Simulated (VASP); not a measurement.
Write the native input for VASP 6.6.1 that does the following.

* Task: single point
* Functional: PBE
* Potentials or basis: VASP PAW PBE potentials, release 64 (Re, As, Os)
* Cutoff: 520 eV
* k mesh: 12 × 12 × 8
* Occupations: gaussian, width 0.1 eV
* Spin: no spin polarisation
* Dipole correction: no
* Further INCAR settings: ALGO = Normal; EDIFF = 1e-06; NBANDS = 28

The structure of ReAs3Os2 lies in POSCAR:

```
ReAs3Os2
1.0
    4.3643348490      0.0000000000      0.0000000000
   -2.1821674245      3.7796248499      0.0000000000
    0.0000000000      0.0000000000      5.3422168295
Re As Os
1 3 2
Direct
    0.0000000000      0.0000000000      0.0000000000
    0.3333333333      0.6666666667      0.1661217061
    0.6666666667      0.3333333333      0.8338782939
    0.0000000000      0.0000000000      0.5000000000
    0.3333333333      0.6666666667      0.6666197937
    0.6666666667      0.3333333333      0.3333802063
```

The input as run:

INCAR

```
ALGO = Normal
EDIFF = 1E-6
ENCUT = 520
GGA = PE
ISIF = 2
ISMEAR = 0
LASPH = T
LCHARG = F
LREAL = F
LWAVE = F
NBANDS = 28
NELM = 80
PREC = Accurate
SIGMA = 0.1
```

KPOINTS

```
k-points
0
Gamma
  12 12 8
```

Potentials or basis: VASP PAW PBE potentials, release 64 (Re, As, Os).

Command:

```console
$ cat potpaw_PBE.64/Re/POTCAR potpaw_PBE.64/As/POTCAR potpaw_PBE.64/Os/POTCAR > POTCAR
$ mpirun -np 1 vasp_std > vasp.out
```

Results of the run:

```yaml
Pressure: 0.7 GPa
Band_gap_on_the_k_mesh: zero (band 19 reaches 10.53 eV, above the bottom of band 20 at 8.59 eV)
```

Caveat: spin-orbit coupling is left out, which moves the levels of the heavy elements.

Run time: 4.5 min on 1 thread of Intel(R) Xeon(R) Platinum 8259CL CPU @ 2.50GHz (Skylake/Cascade Lake), on a shared host, peak memory 0.44 GiB.
